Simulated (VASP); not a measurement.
Write the native input for VASP 6.6.1 that does the following.

```yaml
Task: single point
Functional: r2SCAN
Potentials_or_basis: VASP PAW PBE potentials, release 64 (Hf_pv, O)
Cutoff: 520 eV
k_mesh: 8 × 8 × 8
Occupations: gaussian, width 0.05 eV
Spin: no spin polarisation
Dipole_correction: no
Further_INCAR_settings: ALGO = Normal; EDIFF = 1e-07; NBANDS = 18
```

HfO2:

```
Hf O
1.0
     0.00000    2.69987    2.29489
     2.69987    0.00000    2.29489
     2.69987    2.69987    0.00000
Hf O
1 2
Direct
  0.00000 0.00000 0.00000
  0.25000 0.25000 0.25000
  0.75000 0.75000 0.75000
```

This cell differs from its parent crystal: ratio of the length along z to the lengths across it x 0.85, volume and fractional coordinates fixed.

These files were run (other wordings do the same):

POSCAR

```
HfO2
1.0
    0.0000000000      2.6998688435      2.2948885170
    2.6998688435      0.0000000000      2.2948885170
    2.6998688435      2.6998688435      0.0000000000
Hf O
1 2
Direct
    0.0000000000      0.0000000000      0.0000000000
    0.2500000000      0.2500000000      0.2500000000
    0.7500000000      0.7500000000      0.7500000000
```

INCAR.step1

```
  ALGO = Normal
  EDIFF = 1E-4
  ENCUT = 520
  GGA = PE
  ISMEAR = 0
  LASPH = T
  LCHARG = F
  LREAL = F
  LWAVE = T
  NBANDS = 18
  NELM = 80
  PREC = Accurate
  SIGMA = 0.05
```

INCAR.step2

```
  ALGO = Normal
  EDIFF = 1E-7
  ENCUT = 520
  ISIF = 2
  ISMEAR = 0
  ISTART = 1
  LASPH = T
  LCHARG = F
  LMIXTAU = T
  LREAL = F
  LWAVE = F
  METAGGA = R2SCAN
  NBANDS = 18
  NELM = 80
  PREC = Accurate
  SIGMA = 0.05
```

KPOINTS

```
k-points
0
Gamma
  8 8 8
```

Potentials or basis: VASP PAW PBE potentials, release 64 (Hf_pv, O).

Run with:

```console
$ cat potpaw_PBE.64/Hf_pv/POTCAR potpaw_PBE.64/O/POTCAR > POTCAR
$ cp INCAR.step1 INCAR
$ mpirun -np 1 vasp_std > vasp.out
$ cp INCAR.step2 INCAR
$ mpirun -np 1 vasp_std > vasp.out
```

It gave:

- Pressure: -10.3 GPa
- Band gap on the k mesh: 1.92 eV, indirect (least direct gap 2.30 eV)

Caveat: the PAW data sets were made with another functional, which shifts forces and pressure a little; spin-orbit coupling is left out, which moves the levels of the heavy elements.

Wall time 78 s on 1 thread of Intel(R) Xeon(R) 6975P-C (Granite Rapids), on a shared host, peak memory 0.18 GiB.
